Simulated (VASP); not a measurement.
Input of a VASP 6.6.1 run:

INCAR

```
PREC = Accurate
ENCUT = 520
EDIFF = 1E-6
ISMEAR = -1
SIGMA = 0.02
LREAL = Auto
LASPH = T
NELM = 60
ALGO = Normal
ISIF = 2
LWAVE = F
LCHARG = T
GGA = PE
IVDW = 12
LELF = T
LVHAR = T
NBANDS = 57
```

KPOINTS

```
Automatic mesh
0
Gamma
  1 1 1
```

Contents of POSCAR:

```
H6C3O
1.0
    7.5419870000      0.0000000000      0.0000000000
    0.0000000000      7.5419870000      0.0000000000
    0.0000000000      0.0000000000      7.5419870000
O C H
3 9 18
Direct
   -0.0224874426      0.9212426380      0.7326186057
    0.2390351508      0.4170784171      0.2369932486
    0.7787337740      0.6615498011      1.2396600525
   -0.0461549456      0.7754852932      0.6605951455
    0.2953863485      0.2703664167      0.2252589404
    0.7008895666      0.6710433205      1.0957987597
    0.6566306731      0.2519230012      0.5020295050
    0.6884657849      0.1701143213      0.3477067781
    0.4010216406      0.7377896568      0.6973228673
    0.4252592851      0.6819025278      0.5243445792
    0.1069214253      0.3493111298      0.8126373063
    0.1556088601      0.3363967612      0.6400302732
   -0.0988201120      0.7413563561      0.5236948831
   -0.0106205434      0.6563522318      0.7389034216
    0.2529174341      0.1672901319      0.3189345195
    0.4216130312      0.2358264473      0.1485947934
    0.6900701367      0.7856682861      1.0153292494
    0.6132071031      0.5557819179      1.0274745899
    0.7270365223      0.3790645622      0.5229391141
    0.5475745318      0.2215729091      0.5994574109
    0.7945253684      0.1927078368      0.2522279606
    0.6163229929      0.0476930019      0.3061925193
    0.5004649305      0.8304973212      0.7660580693
    0.2741982981      0.7163099061      0.7661641422
    0.5263069268      0.7223825764      0.4317297285
    0.3057549688      0.6227271407      0.4664951027
   -0.0183506018      0.2994436347      0.8607811178
    0.1994567214      0.4015520048      0.9057162257
    0.0966456187      0.2620529577      0.5332414389
    0.2874706626      0.3777784289      0.5978132818
```

Potentials or basis: VASP PAW PBE potentials, release 64 (O, C, H).

Launch:

```bash
$ cat potpaw_PBE.64/O/POTCAR potpaw_PBE.64/C/POTCAR potpaw_PBE.64/H/POTCAR > POTCAR
$ mpirun -np 1 vasp_gam > vasp.out
```

Task: Predict the largest force.

Result: 3.181 eV/Å.

Task: Estimate the pressure.

Result: -1.3 GPa.

Task: What does it give for the band gap on the k mesh?

Result: 2.63 eV.

Task: Predict the dispersion energy per atom.

Result: -0.037 eV.

Forces in eV/Å, atoms in the order of the input:
```
O   -0.580 -0.874 -1.295
O   -1.120  2.213 -0.387
O   -0.855  0.006 -1.770
C    0.269  0.465  0.938
C    2.354 -1.644  0.378
C   -0.748 -2.674  1.146
C   -0.225  1.033 -0.201
C   -0.677 -1.745  0.030
C    1.443  0.765 -1.476
C   -1.877  1.128  2.306
C    0.052 -0.519 -2.061
C    0.828 -0.394  1.063
H    0.189  0.870  0.393
H   -0.082 -0.319 -0.029
H   -0.398 -0.724  0.034
H   -0.862  0.117 -0.208
H    0.380  1.762 -0.688
H    1.271  0.881  1.218
H   -0.085 -0.514  0.315
H    0.824 -0.123 -0.871
H    0.159  0.791  0.238
H    0.090  0.444  0.521
H   -0.899 -1.091 -0.639
H    0.535 -0.201 -0.077
H    0.642 -0.063  0.210
H    0.406 -0.302 -0.201
H   -0.308 -0.165  0.123
H    0.356  0.590  0.596
H   -1.127 -0.035  0.038
H    0.045  0.321  0.358
```

Caveat: the k points lie up to 0.83 Å⁻¹ apart.
